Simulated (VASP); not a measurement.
Input of a VASP 6.6.1 run:

Contents of INCAR:

```
PREC = Accurate
ENCUT = 520
EDIFF = 1E-6
ISMEAR = 0
SIGMA = 0.1
LREAL = False
LASPH = True
NELM = 80
ALGO = Normal
ISIF = 2
LWAVE = False
LCHARG = False
LDIPOL = True
IDIPOL = 3
DIPOL = 0.5 0.5 0.330
GGA = PS
NBANDS = 34
```

File KPOINTS:

```
Automatic mesh
0
Gamma
  9 7 1
```

The input POSCAR:

```
Ti4C
1.0
    2.8676282151      0.0000000000      0.0000000000
    0.0000000000      4.0554387137      0.0000000000
    0.0000000000      0.0000000000     19.6054200203
Ti C
4 1
Direct
    0.5000000000      0.5000000000      0.2040252132
    0.0000000000      0.0000000000      0.2771587704
    0.5000000000      0.5000000000      0.3434213386
    0.0000000000      0.0000000000      0.4134275120
    0.0000000000      0.5000000000      0.4144583644
```

Potentials or basis: VASP PAW PBE potentials, release 64 (Ti_sv, C).

Run with:

```sh
$ cat potpaw_PBE.64/Ti_sv/POTCAR potpaw_PBE.64/C/POTCAR > POTCAR
$ mpirun -np 1 vasp_std > vasp.out
```

Predict the largest force.

1.762 eV/Å.

Estimate the band gap on the k mesh.

zero (bands 26 and 27 overlap by 0.17 eV).

Forces in eV/Å, atoms in the order of the input:
```
Ti   0.000  0.000  0.250
Ti   0.000  0.000 -1.762
Ti   0.000  0.000  0.589
Ti   0.000  0.000  0.923
C    0.000  0.000  0.000
```

Caveat: the PAW data sets were made with another functional, which shifts forces and pressure a little.
